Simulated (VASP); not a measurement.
# PbSe (I4/mmm) in VASP: further runs, part 2 of 2

VASP 6.6.1. The steps go on from the part before.

## 3. Single point, PBE

This run uses another cell than the first one, of 29.94 Å³/atom.

File INCAR:

```
SYSTEM = PbSe
PREC = Accurate ; ENCUT = 520
EDIFF = 1E-6 ; ISMEAR = 0
SIGMA = 0.1 ; LREAL = .False.
LASPH = .True. ; NELM = 60
ALGO = Normal ; ISIF = 2
LWAVE = .False. ; LCHARG = .False.
GGA = PE ; ISYM = 0
NBANDS = 17
```

File KPOINTS:

```
Automatic mesh
0
Gamma
  8 8 11
  0 0 0
```

File POSCAR:

```
PbSe
1.0
    4.3772217378      0.0000000000      0.0000000000
    0.0000000000      4.3772217378      0.0000000000
    2.1886108689      2.1886108689      3.1255717329
Pb Se
1 1
Direct
    0.0000000000      0.0000000000      0.0000000000
    0.5000000000      0.5000000000      0.0000000000
```

Potentials or basis: VASP PAW PBE potentials, release 64 (Pb_d, Se).

Command:

```
$ cat potpaw_PBE.64/Pb_d/POTCAR potpaw_PBE.64/Se/POTCAR > POTCAR
$ mpirun -np 1 vasp_std > vasp.out
```

OUTCAR:

```text
SYSTEM = PbSe
   PREC = Accurate
   ENCUT = 520
   EDIFF = 1E-6
   ISMEAR = 0
   LREAL = .False.
   LASPH = .True.
   NELM = 60
   ISIF = 2
   GGA = PE
   ISYM = 0

 ion  position               nearest neighbor table
   1  0.000  0.000  0.000-   2 3.10   2 3.10   2 3.10   2 3.10   2 3.13   2 3.13
   2  0.500  0.500  0.000-   1 3.10   1 3.10   1 3.10   1 3.10   1 3.13   1 3.13

IMPORTANT INFORMATION: All symmetrisations will be switched off!
NOSYMM: (Re-)initialisation of all symmetry stuff for point group C_1.

----------------------------------------------------------------------------------------

                                     Primitive cell

  volume of cell :      59.8862

  direct lattice vectors                    reciprocal lattice vectors
     4.377221738  0.000000000  0.000000000     0.228455413  0.000000000 -0.159970733
     0.000000000  4.377221738  0.000000000     0.000000000  0.228455413 -0.159970733
     2.188610869  2.188610869  3.125571733     0.000000000  0.000000000  0.319941465

  length of vectors
     4.377221738  4.377221738  4.398776390     0.278895161  0.278895161  0.319941465

  position of ions in fractional coordinates (direct lattice)
     0.000000000  0.000000000  0.000000000
     0.500000000  0.500000000  0.000000000

  ion indices of the primitive-cell ions
   primitive index   ion index
                 1           1
                 2           2

----------------------------------------------------------------------------------------

 KPOINTS: Automatic mesh

Automatic generation of k-mesh.
 Grid dimensions read from file:
 generate k-points for:    8    8   11

 Generating k-lattice:

  Cartesian coordinates                     Fractional coordinates (reciprocal lattice)
     0.028556927  0.000000000 -0.019996342     0.125000000  0.000000000  0.000000000
     0.000000000  0.028556927 -0.019996342     0.000000000  0.125000000  0.000000000
     0.000000000  0.000000000  0.029085588     0.000000000  0.000000000  0.090909091

  Length of vectors
     0.034861895  0.034861895  0.029085588

  Shift w.r.t. Gamma in fractional coordinates (k-lattice)
     0.000000000  0.000000000  0.000000000

 -----------------------------------------------------------------------------
|                                                                             |
|           W    W    AA    RRRRR   N    N  II  N    N   GGGG   !!!           |
|           W    W   A  A   R    R  NN   N  II  NN   N  G    G  !!!           |
|           W    W  A    A  R    R  N N  N  II  N N  N  G       !!!           |
|           W WW W  AAAAAA  RRRRR   N  N N  II  N  N N  G  GGG   !            |
|           WW  WW  A    A  R   R   N   NN  II  N   NN  G    G                |
|           W    W  A    A  R    R  N    N  II  N    N   GGGG   !!!           |
|                                                                             |
|     Your reciprocal lattice and k-lattice belong to different lattice       |
|     classes:                                                                |
|                                                                             |
|        The reciprocal lattice is body-centered tetragonal,                  |
|        whereas your k-lattice is base-centered monoclinic.                  |
|                                                                             |
|     Results are often still useful ...                                      |
|                                                                             |
 -----------------------------------------------------------------------------

 WARNING: IBZKPT: internal override: KBLOWUP is changed to .FALSE.
      ... skipping the blow-up phase ...

 Subroutine IBZKPT returns following result:
 ===========================================

 Found    354 irreducible k-points:

 Following reciprocal coordinates:
            Coordinates               Weight
  0.000000  0.000000  0.000000      1.000000
  0.125000  0.000000  0.000000      2.000000
  0.250000  0.000000  0.000000      2.000000
  0.375000  0.000000  0.000000      2.000000
  0.500000  0.000000  0.000000      1.000000
  0.000000  0.125000  0.000000      2.000000
[... 16 lines left out ...]
  0.125000  0.375000  0.000000      2.000000
  0.250000  0.375000  0.000000      2.000000
 [... further k-points ...]
   k-points           NKPTS =    354   k-points in BZ     NKDIM =    354   number of bands    NBANDS=     17
   number of dos      NEDOS =    301   number of ions     NIONS =      2
   total plane-waves  NPLWV =  46656
   dimension x,y,z NGX =    36 NGY =   36 NGZ =   36
   dimension x,y,z NGXF=    72 NGYF=   72 NGZF=   72
   ions per type =               1   1
   NGX,Y,Z   is equivalent  to a cutoff of  13.67, 13.67, 13.61 a.u.
   NGXF,Y,Z  is equivalent  to a cutoff of  27.35, 27.35, 27.21 a.u.
 SYSTEM =  PbSe
   PREC   = accura    normal or accurate (medium, high low for compatibility)
   ISTART =      0    job   : 0-new  1-cont  2-samecut
   ICHARG =      2    charge: 1-file 2-atom 10-const
   ISPIN  =      1    spin polarized calculation?
   LNONCOLLINEAR =      F non collinear calculations
   LSORBIT =      F    spin-orbit coupling
   LASPH  =      T    aspherical Exc in radial PAW
   ENCUT  =  520.0 eV  38.22 Ry    6.18 a.u.   8.14  8.14  8.18*2*pi/ulx,y,z
   NELM   =     60;   NELMIN=  2; NELMDL= -5     # of ELM steps
   EDIFF  = 0.1E-05   stopping-criterion for ELM
   LREAL  =      F    real-space projection
   EDIFFG = 0.1E-04   stopping-criterion for IOM
   NSW    =      0    number of steps for IOM
   IBRION =     -1    ionic relax: 0-MD 1-quasi-New 2-CG
   NFREE  =      0    steps in history (QN), initial steepest desc. (CG)
   ISIF   =      2    stress and relaxation
   ISYM   =      0    0-nonsym 1-usesym 2-fastsym
   POTIM  = 0.5000    time-step for ionic-motion
   TEBEG  =    0.0;   TEEND  =   0.0 temperature during run
   PSTRESS=    0.0 pullay stress
   NELECT =      20.0000    total number of electrons
   NUPDOWN=      -1.0000    fix difference up-down
   EMIN   =  10.00;   EMAX   =-10.00  energy-range for DOS
   EFERMI =   0.00;   METHOD = LEGACY
   ISMEAR =     0;   SIGMA  =   0.10  broadening in eV -4-tet -1-fermi 0-gaus
   EFERMI_NEDOS =   21; number of points for ismear=-14 and -15
   IALGO  =     38    algorithm
   IMIX   =      4    mixing-type and parameters
     AMIX     =   0.40;   BMIX     =  1.00
     AMIX_MAG =   1.60;   BMIX_MAG =  1.00
  volume/ion in A,a.u.               =      29.94       202.07
  Fermi-wavevector in a.u.,A,eV,Ry     =   1.135819  2.146388 17.552684  1.290086
  Thomas-Fermi vector in A             =   2.272524
   LORBIT       =      0    0 simple, 1 ext, 2 COOP (PROOUT), +10 PAW based schemes
   GGA     = PE    functional components
   LHFCALC =     F    Hartree Fock is set to
   AEXX    =    0.0000 exact exchange contribution
   IVDW    =     0    specifies the selected vdW correction
   LEPSILON=     F    determine dielectric tensor
   LRPA    =     F    only Hartree local field effects (RPA)
 non-spin polarized calculation
 Gauss-broadening in eV      SIGMA  =   0.10
  energy-cutoff  :      520.00
  volume of cell :       59.89
 maximum number of plane-waves:      1639
 NGX is ok and might be reduce to    36
   NGX = 17   NGY = 17   NGZ = 17

 number of electron      20.0000002 magnetization

 Free energy of the ion-electron system (eV)
  ---------------------------------------------------
  ext. energy  EPLUGINS =         0.00000000
  ---------------------------------------------------
  free energy    TOTEN  =        -8.19684429 eV

  energy without entropy =       -8.19684079  energy(sigma->0) =       -8.19684254

 E-fermi :   4.7258     XC(G=0):  -9.3308

 val. band max:        4.5131983766   @ k =   0.0000   0.5000   0.0000
 cond. band min:       4.9383278070   @ k =   0.5000   0.0000   0.0000
 fundamental gap:      0.4251294304
 Fermi energy:         4.7257659978

 k-point     1 :       0.0000    0.0000    0.0000
  band No.  band energies     occupation
      1     -12.2305      2.00000
      2     -12.2305      2.00000
      3     -12.2271      2.00000
      4     -12.2267      2.00000
      5     -12.2202      2.00000
      6      -8.6930      2.00000
[... 9 lines left out ...]
     16      11.1713      0.00000
     17      12.6554      0.00000
[... 441 lines left out ...]
 k-point    24 :       0.2500    0.3750    0.0000
  band No.  band energies     occupation
      1     -12.2712      2.00000
      2     -12.2315      2.00000
      3     -12.2212      2.00000
      4     -12.2105      2.00000
      5     -12.2003      2.00000
      6      -7.5418      2.00000
[... 9 lines left out ...]
     16      13.7760      0.00000
     17      16.1401      0.00000

 [... further k-points ...]
[... 5 lines left out ...]
  --------------------------------------------------------------------------------------
  -------------------------------------------------------------------------------------
  Total        0.1827859      0.1827889     -0.1879904     -0.0007640      0.0002527      0.0002523
  in kB        4.8902017      4.8902818     -5.0294398     -0.0204398      0.0067613      0.0067487
  external PRESSURE =       1.5836812 kB  Pullay stress =       0.0000000 kB

 VOLUME and BASIS-vectors are now :
 -----------------------------------------------------------------------------
  energy-cutoff  :      520.00
  volume of cell :       59.89
      direct lattice vectors                 reciprocal lattice vectors
     4.377221738  0.000000000  0.000000000     0.228455413  0.000000000 -0.159970733
     0.000000000  4.377221738  0.000000000     0.000000000  0.228455413 -0.159970733
     2.188610869  2.188610869  3.125571733     0.000000000  0.000000000  0.319941465

 POSITION                                       TOTAL-FORCE (eV/Angst)
 -----------------------------------------------------------------------------------
      0.00000      0.00000      0.00000        -0.000002      0.000001     -0.000001
      2.18861      2.18861      0.00000         0.000002     -0.000001      0.000001
 -----------------------------------------------------------------------------------
    total drift:                               -0.000004      0.000003     -0.000002

  FREE ENERGIE OF THE ION-ELECTRON SYSTEM (eV)
  ---------------------------------------------------
  free  energy   TOTEN  =        -8.1968442874 eV

  energy  without entropy=       -8.1968407901  energy(sigma->0) =       -8.19684254
```

OSZICAR:

```text
N       E                     dE             d eps       ncg     rms          rms(c)
DAV:   1     0.157366685083E+03    0.15737E+03   -0.94447E+03 12076   0.119E+03
DAV:   2     0.334717007934E+01   -0.15402E+03   -0.14871E+03 12784   0.305E+02
DAV:   3    -0.823055358821E+01   -0.11578E+02   -0.11478E+02 15332   0.893E+01
DAV:   4    -0.850703229291E+01   -0.27648E+00   -0.27625E+00 14974   0.155E+01
DAV:   5    -0.851646253473E+01   -0.94302E-02   -0.94298E-02 17360   0.280E+00    0.271E+00
DAV:   6    -0.819773388612E+01    0.31873E+00   -0.80673E-01 18139   0.586E+00    0.148E+00
DAV:   7    -0.819357994195E+01    0.41539E-02   -0.12633E-01 14442   0.166E+00    0.839E-01
DAV:   8    -0.819732003425E+01   -0.37401E-02   -0.14492E-02 14378   0.127E+00    0.188E-01
DAV:   9    -0.819674677491E+01    0.57326E-03   -0.30789E-03 19047   0.511E-01    0.592E-02
DAV:  10    -0.819683643538E+01   -0.89660E-04   -0.23867E-04 13924   0.901E-02    0.210E-02
DAV:  11    -0.819684426356E+01   -0.78282E-05   -0.57659E-05 15949   0.769E-02    0.849E-03
DAV:  12    -0.819684428741E+01   -0.23856E-07   -0.31093E-06 15195   0.116E-02
   1 F= -.81968443E+01 E0= -.81968425E+01  d E =-.349735E-05
```

It took 3 min on 1 thread of Intel Xeon Platinum 8559C (Emerald Rapids), shared host; peak memory 0.49 GiB.

Results:

```
Free energy            : -8.1968 eV
Pressure               : 0.2 GPa
Band gap on the k mesh : 0.43 eV
```

Stress tensor (GPa, compression positive):
```
 0.49  0.00  0.00
 0.00  0.49  0.00
 0.00  0.00 -0.50
```

Caveat: spin-orbit coupling is left out, which moves the levels of the heavy elements. A k mesh can miss the band edges.
